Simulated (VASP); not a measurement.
Al, 1 atom in the cell. The structure is cubic, space group Im-3m (No. 229). The conventional cell has a = 3.210 Å, b = 3.210 Å, c = 3.210 Å, α = 90.00°, β = 90.00°, γ = 90.00°. Within 3.7 Å of Al (site symmetry m-3m) lie 14 Al at 2.78 to 3.21 Å. 

| Quantity | Value |
| --- | --- |
| Program | VASP 6.6.1 |
| Task | relaxation of cell and atoms |
| Functional | PBEsol |
| Potentials or basis | VASP PAW PBE potentials, release 64 (Al) |
| Cutoff | 600 eV |
| k mesh | 19 × 19 × 19 |
| Occupations | methfessel-paxton, width 0.1 eV |
| Spin | no spin polarisation |
| Dipole correction | no |
| Further INCAR settings | ALGO = Normal; EDIFF = 1e-06; IBRION = 2; EDIFFG = -0.03; NSW = 80; ISIF = 3 |

Potentials or basis: VASP PAW PBE potentials, release 64 (Al).

Run with:

```sh
$ cat potpaw_PBE.64/Al/POTCAR > POTCAR
$ mpirun -np 1 vasp_std > vasp.out
```

Hardware: 1 thread of Intel Xeon 6975P-C (shared host).

Q: Estimate the wall time of this run.

A: Wall time 32 s on 1 thread of Intel Xeon 6975P-C, on a shared host, peak memory 0.15 GiB. Counts: scf iterations 13, k points 220, ion steps 2.
